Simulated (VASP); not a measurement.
# CuSi24O48 (a cell with a defect) in VASP: notebook

CuSi24O48 (a cell with a defect) is run at these levels: PBE, r2SCAN; tasks: single point.

Everything below comes from runs of VASP 6.6.1. Logs are shortened: lines on timing, memory, paths and dates and some standing lists are left out, and cuts for length are marked.

### Step 1. The cell of the first run

The cell holds a defect, 73 atoms: a = 10.042 Å, b = 10.042 Å, c = 11.019 Å, α = 90.00°, β = 90.00°, γ = 120.00°.

### Step 2. Single point, PBE

Input file INCAR:

```
SYSTEM = CuSi24O48
PREC = Accurate ; ENCUT = 520
EDIFF = 1E-6 ; ISMEAR = -1
SIGMA = 0.01 ; LREAL = Auto
LASPH = .True. ; NELM = 120
ALGO = Normal ; ISIF = 2
LWAVE = .False. ; LCHARG = .True.
GGA = PE ; LELF = .True.
LVHAR = .True. ; NELECT = 394.0
NBANDS = 240 ; GGA_COMPAT = .False.
```

Input file KPOINTS:

```
Automatic mesh
0
Gamma
  1 1 1
  0 0 0
```

Input file POSCAR:

```
CuSi24O48
1.0
   10.0416380600      0.0000000000      0.0000000000
   -5.0208190300      8.6963136500      0.0000000000
    0.0000000000      0.0000000000     11.0185484200
Si O Cu
24 48 1
Direct
    0.0047794990      0.2287708425      0.1640075381
    0.2650527351      0.2621332546     -0.0046233858
    0.2432276647      0.0062589739      0.3345408905
   -0.0022498209      0.2466603766      0.6653122281
    0.2647805616      0.2637714200      0.5067977003
    0.2373975191      0.0000936029      0.8313956295
    0.0005500466      0.7559743432      0.1658202996
    0.2580640575      0.7649691890      0.0024649345
    0.2531292006      0.5034492977      0.3352300012
   -0.0008848204      0.7374963988      0.6650096474
    0.2621206119      0.7609804874      0.4985867276
    0.2346057405      0.5020007529      0.8360192876
    0.5026117982      0.2443399681      0.1645734929
    0.7656031991      0.2644971298      0.0017355281
    0.7414760168      0.0055136006      0.3364535743
    0.5022791794      0.2375177671      0.6714783761
    0.7616132744      0.2684844515      0.4993083290
    0.7346665853      0.0051614974      0.8295726126
    0.5033920668      0.7461262624      0.1664910776
    0.7609074754      0.7676579145     -0.0057581995
    0.7258442802      0.5076330245      0.3370372265
    0.4972201287      0.7403018404      0.6696549962
    0.7592241738      0.7679194046      0.5056543555
    0.7437884117      0.5006376466      0.8357221522
    0.0903027711      0.3738618604      0.2650182119
    0.3024964161      0.4219963938      0.4367701458
    0.1346248272      0.2013199006      0.1030256397
    0.2124222628      0.1296452779      0.4051466518
    0.4254872886      0.2927232276      0.0560601974
    0.3762549327      0.0877332662      0.2316822419
    0.0752522951      0.3762197561      0.7713233791
    0.2885100194      0.4213269148      0.9383687039
    0.1260996981      0.2145639032      0.6034115154
    0.2075058505      0.1314711090      0.8903743602
    0.4221676776      0.2975825280      0.5738566242
    0.3742929687      0.0754375965      0.7309225946
    0.0811271894      0.8856367548      0.2691780157
    0.2947573921      0.9172398008      0.4299284098
    0.1203666421      0.7109597525      0.1044708392
    0.2081396615      0.6232714479      0.3965972498
    0.4143353442      0.7976144007      0.0711064625
    0.3827781845      0.5840316029      0.2318613036
    0.0793805570      0.8717708796      0.7670943284
    0.2878039918      0.9231022848      0.9392294344
    0.1259960366      0.7067553273      0.5984114013
    0.2038332673      0.6288563431      0.9026303303
    0.4202591698      0.7907579322      0.5618341694
    0.3688643722      0.5822804011      0.7339352419
    0.5749869753      0.3837194856      0.2645283107
    0.7839565062      0.4269668907      0.4361788701
    0.6379346911      0.2180154806      0.1090298789
    0.7151289525      0.1408093187      0.3920229630
    0.9241032866      0.2868523492      0.0648491954
    0.8808895513      0.0779084135      0.2365241682
    0.5842089402      0.3669319126      0.7768053172
    0.8040079272      0.4270384153      0.9400984236
    0.6273126683      0.2073392328      0.6010613874
    0.7044809848      0.1301976959      0.8999853358
    0.9241544435      0.3068976244      0.5609476643
    0.8640484857      0.0870706866      0.7242227103
    0.5848716342      0.8791779262      0.2693209565
    0.7898252529      0.9283497957      0.4449584295
    0.6267815635      0.7153190709      0.0958881297
    0.6983742139      0.6374597586      0.3980240257
    0.9191392606      0.8053556118      0.0642522929
    0.8709451974      0.5931616783      0.2360352653
    0.5725712361      0.8771610946      0.7701598865
    0.7947558250      0.9250628857      0.9271897359
    0.6285819141      0.7103930756      0.6106735428
    0.7116925546      0.6289896179      0.8976178733
    0.9184081438      0.7913595665      0.5626709403
    0.8733650753      0.5781393361      0.7297277004
   -0.0241880255      0.4787003054      0.2505706646
```

Potentials or basis: VASP PAW PBE potentials, release 64 (Si, O, Cu).

The run is started by

```
> cat potpaw_PBE.64/Si/POTCAR potpaw_PBE.64/O/POTCAR potpaw_PBE.64/Cu/POTCAR > POTCAR
> mpirun -np 1 vasp_gam > vasp.out
```

OUTCAR:

```text
SYSTEM = CuSi24O48
   PREC = Accurate
   ENCUT = 520
   EDIFF = 1E-6
   ISMEAR = -1
   LREAL = Auto
   LASPH = .True.
   NELM = 120
   ISIF = 2
   GGA = PE
   NELECT = 394.0

 ion  position               nearest neighbor table
   1  0.005  0.229  0.164-  27 1.61  54 1.61  53 1.63  25 1.69  73 2.83   2 3.09  15 3.11
   2  0.265  0.262  0.995-  32 1.62  34 1.62  29 1.63  27 1.64   1 3.09   6 3.09  13 3.10  12 3.12

   3  0.243  0.006  0.335-  28 1.62  38 1.62  30 1.63  37 1.63   7 3.10   5 3.13  13 3.13  11 3.14

   4  0.998  0.247  0.665-  60 1.62  33 1.63  31 1.63  59 1.64  17 3.09  12 3.11  18 3.12   5 3.13
[... 34 lines left out ...]
  23  0.759  0.768  0.506-  71 1.62  69 1.62  62 1.63  64 1.64  21 3.09  22 3.09  15 3.10  10 3.12

  24  0.744  0.501  0.836-  55 1.62  70 1.63  72 1.63  56 1.64  14 3.09  10 3.11  16 3.12  20 3.13

  25  0.090  0.374  0.265-   9 1.68   1 1.69  73 1.91
  26  0.302  0.422  0.437-   9 1.60   5 1.63
  27  0.135  0.201  0.103-   1 1.61   2 1.64
  28  0.212  0.130  0.405-   3 1.62   5 1.62
  29  0.425  0.293  0.056-  13 1.63   2 1.63
  30  0.376  0.088  0.232-  13 1.62   3 1.63
  31  0.075  0.376  0.771-  12 1.63   4 1.63
[... 32 lines left out ...]
  64  0.698  0.637  0.398-  21 1.61  23 1.64
  65  0.919  0.805  0.064-   7 1.60  20 1.63
  66  0.871  0.593  0.236-   7 1.68  21 1.69  73 1.91
  67  0.573  0.877  0.770-  18 1.62  22 1.63
  68  0.795  0.925  0.927-  20 1.62  18 1.63
  69  0.629  0.710  0.611-  23 1.62  22 1.63
  70  0.712  0.629  0.898-  20 1.62  24 1.63
  71  0.918  0.791  0.563-  23 1.62  10 1.63
  72  0.873  0.578  0.730-  10 1.63  24 1.63
  73  0.976  0.479  0.251-  25 1.91  66 1.91   7 2.83   9 2.83  21 2.83   1 2.83

  LATTYP: Found a hexagonal cell.
 ALAT       =    10.0416380600
 C/A-ratio  =     1.0972859562

  Lattice vectors:

 A1 = (  10.0416380600,   0.0000000000,   0.0000000000)
 A2 = (  -5.0208190300,   8.6963136500,   0.0000000000)
 A3 = (   0.0000000000,   0.0000000000,  11.0185484200)

Analysis of symmetry for initial positions (statically):
=====================================================================
 Subroutine PRICEL returns:
 Original cell was already a primitive cell.

 Routine SETGRP: Setting up the symmetry group for a
 hexagonal supercell.

 Subroutine GETGRP returns: Found  1 space group operations
 (whereof  1 operations were pure point group operations)
 out of a pool of 24 trial point group operations.

The static configuration has the point symmetry C_1 .
[... 232 lines left out ...]
   LREAL  =      T    real-space projection
   EDIFFG = 0.1E-04   stopping-criterion for IOM
   NSW    =      0    number of steps for IOM
   IBRION =     -1    ionic relax: 0-MD 1-quasi-New 2-CG
   NFREE  =      0    steps in history (QN), initial steepest desc. (CG)
   ISIF   =      2    stress and relaxation
   ISYM   =      2    0-nonsym 1-usesym 2-fastsym
   POTIM  = 0.5000    time-step for ionic-motion
   TEBEG  =    0.0;   TEEND  =   0.0 temperature during run
   PSTRESS=    0.0 pullay stress
   NELECT =     394.0000    total number of electrons
   NUPDOWN=      -1.0000    fix difference up-down
   EMIN   =  10.00;   EMAX   =-10.00  energy-range for DOS
   EFERMI =   0.00;   METHOD = LEGACY
   ISMEAR =    -1;   SIGMA  =   0.01  broadening in eV -4-tet -1-fermi 0-gaus
   EFERMI_NEDOS =   21; number of points for ismear=-14 and -15
   IALGO  =     38    algorithm
   IMIX   =      4    mixing-type and parameters
     AMIX     =   0.40;   BMIX     =  1.00
     AMIX_MAG =   1.60;   BMIX_MAG =  1.00
  volume/ion in A,a.u.               =      13.18        88.95
  Fermi-wavevector in a.u.,A,eV,Ry     =   1.215679  2.297300 20.107711  1.477875
  Thomas-Fermi vector in A             =   2.351058
   LORBIT       =      0    0 simple, 1 ext, 2 COOP (PROOUT), +10 PAW based schemes
   GGA     = PE    functional components
   LHFCALC =     F    Hartree Fock is set to
   AEXX    =    0.0000 exact exchange contribution
   IVDW    =     0    specifies the selected vdW correction
   LEPSILON=     F    determine dielectric tensor
   LRPA    =     F    only Hartree local field effects (RPA)
 non-spin polarized calculation
  energy-cutoff  :      520.00
  volume of cell :      962.20
 maximum number of plane-waves:     12960
 NGX is ok and might be reduce to    80
   NGX = 37   NGY = 37   NGZ = 41

 number of electron     394.0000013 magnetization

 Free energy of the ion-electron system (eV)
  ---------------------------------------------------
  ext. energy  EPLUGINS =         0.00000000
  ---------------------------------------------------
  free energy    TOTEN  =      -574.40496533 eV

  energy without entropy =     -574.40496533  energy(sigma->0) =     -574.40496533

 E-fermi :   3.1456     XC(G=0):  -8.9932

 val. band max:        2.8909454975   @ k =   0.0000   0.0000   0.0000
 cond. band min:       6.1713257903   @ k =   0.0000   0.0000   0.0000
 fundamental gap:      3.2803802928
 Fermi energy:         3.1455822314

 k-point     1 :       0.0000    0.0000    0.0000
  band No.  band energies     occupation
      1     -18.6488      2.00000
      2     -18.4536      2.00000
      3     -18.1291      2.00000
      4     -18.0830      2.00000
      5     -18.0478      2.00000
      6     -17.9830      2.00000
[... 201 lines left out ...]
    208       9.1950      0.00000
    209       9.3390      0.00000
 [bands above 209 left out]

------------------------ aborting loop because EDIFF is reached ----------------------------------------

  FORCE on cell =-STRESS in cart. coord.  units (eV):
  Direction    XX          YY          ZZ          XY          YZ          ZX
  --------------------------------------------------------------------------------------
  -------------------------------------------------------------------------------------
  Total       -4.0514856     -5.3235488     -5.7827172     -1.1233988      0.0895152     -0.1461772
  in kB       -6.7462237     -8.8643660     -9.6289380     -1.8705978      0.1490538     -0.2434030
  external PRESSURE =      -8.4131759 kB  Pullay stress =       0.0000000 kB

 VOLUME and BASIS-vectors are now :
 -----------------------------------------------------------------------------
  energy-cutoff  :      520.00
  volume of cell :      962.20
      direct lattice vectors                 reciprocal lattice vectors
    10.041638060  0.000000000  0.000000000     0.099585346  0.057495626  0.000000000
    -5.020819030  8.696313650  0.000000000     0.000000000  0.114991253  0.000000000
     0.000000000  0.000000000 11.018548420     0.000000000  0.000000000  0.090756056

 POSITION                                       TOTAL-FORCE (eV/Angst)
 -----------------------------------------------------------------------------------
     -1.10062      1.98946      1.80712         0.013798      0.004869      0.014300
      1.34544      2.27959     10.96761         0.003725      0.011518      0.010069
      2.41098      0.05443      3.68616        -0.011625     -0.002979     -0.002451
      8.78061      2.14504      7.33077         0.009743     -0.011371     -0.005577
      1.33448      2.29384      5.58417        -0.001112      0.015802     -0.008558
      2.38339      0.00081      9.16077        -0.013338     -0.002499      0.002276
[... 65 lines left out ...]
      5.86728      5.02768      8.04054        -0.008075      0.009489      0.002324
      7.39528      4.16293      2.76093         0.003302      0.005851     -0.000407
 -----------------------------------------------------------------------------------
    total drift:                               -0.003718      0.004612     -0.028626

  FREE ENERGIE OF THE ION-ELECTRON SYSTEM (eV)
  ---------------------------------------------------
  free  energy   TOTEN  =      -574.4049653319 eV

  energy  without entropy=     -574.4049653319  energy(sigma->0) =     -574.40496533
```

Run time: 22 min. Hardware: 1 thread of Intel Xeon 8259CL, shared host; peak memory 0.98 GiB.

Results:

* Free energy: -574.4050 eV
* Largest force: 0.045 eV/Å

Forces on the atoms (eV/Å):
```
Si   0.014  0.005  0.014
Si   0.004  0.012  0.010
Si  -0.012 -0.003 -0.002
Si   0.010 -0.011 -0.006
Si  -0.001  0.016 -0.009
Si  -0.013 -0.002  0.002
Si  -0.006 -0.027  0.020
Si   0.005  0.009  0.013
Si  -0.020 -0.020 -0.018
Si   0.008 -0.009 -0.009
Si   0.005  0.008 -0.015
Si  -0.013  0.001  0.012
Si   0.005 -0.011  0.008
Si   0.018  0.010  0.021
Si  -0.011 -0.002 -0.008
Si   0.009 -0.008 -0.001
Si  -0.002  0.018 -0.014
Si  -0.013  0.002  0.003
Si   0.000 -0.015  0.000
Si   0.013  0.008  0.008
Si  -0.002  0.014 -0.017
Si   0.005 -0.014 -0.002
Si   0.008  0.008 -0.010
Si  -0.013  0.004  0.003
O    0.041 -0.019 -0.004
O   -0.003 -0.023  0.010
O    0.009  0.013 -0.013
O    0.008  0.013  0.011
O   -0.004 -0.008  0.004
O   -0.012  0.009  0.004
O    0.009 -0.005 -0.006
O   -0.011 -0.005 -0.009
O   -0.007  0.015  0.001
O    0.011 -0.003  0.002
O    0.004 -0.016  0.009
O   -0.009  0.008 -0.002
O    0.017  0.004  0.008
O   -0.010 -0.010 -0.003
O    0.006  0.000 -0.005
O   -0.006  0.008  0.005
O    0.002 -0.017  0.002
O   -0.009  0.013 -0.005
O    0.012 -0.008 -0.006
O   -0.013 -0.003 -0.011
O   -0.003  0.012 -0.003
O    0.015  0.003  0.001
O    0.004 -0.015  0.009
O   -0.010  0.006  0.005
O    0.011 -0.014 -0.011
O    0.000 -0.014  0.002
O    0.000  0.013 -0.009
O    0.011  0.008  0.006
O   -0.014 -0.007  0.002
O   -0.018  0.002  0.016
O    0.010 -0.005 -0.008
O   -0.008  0.003 -0.007
O   -0.009  0.012  0.001
O    0.018  0.000 -0.002
O    0.007 -0.011  0.008
O   -0.008  0.008  0.006
O    0.015 -0.004  0.000
O   -0.004 -0.006 -0.005
O    0.005  0.014 -0.010
O    0.004  0.018  0.014
O   -0.021 -0.013 -0.009
O   -0.037  0.026  0.005
O    0.008 -0.006 -0.002
O   -0.017 -0.003 -0.008
O   -0.006  0.010 -0.001
O    0.013  0.003  0.000
O    0.003 -0.013  0.007
O   -0.008  0.009  0.002
Cu   0.003  0.006  0.000
```

Levels at points of the mesh, in eV from the Fermi level:
```tsv
k point	band 195	band 196	band 197	band 198	band 199	band 200
(0.00, 0.00, 0.00)	-0.77	-0.72	-0.25	3.03	4.44	5.06
```

Caveat: the k points lie up to 0.72 Å⁻¹ apart; the cell carries a net charge on a neutralising background, which shifts energy and pressure; the cell is charged against a uniform background, so pressure and absolute levels hang on convention.

(Part 1 of 2 ends here.)
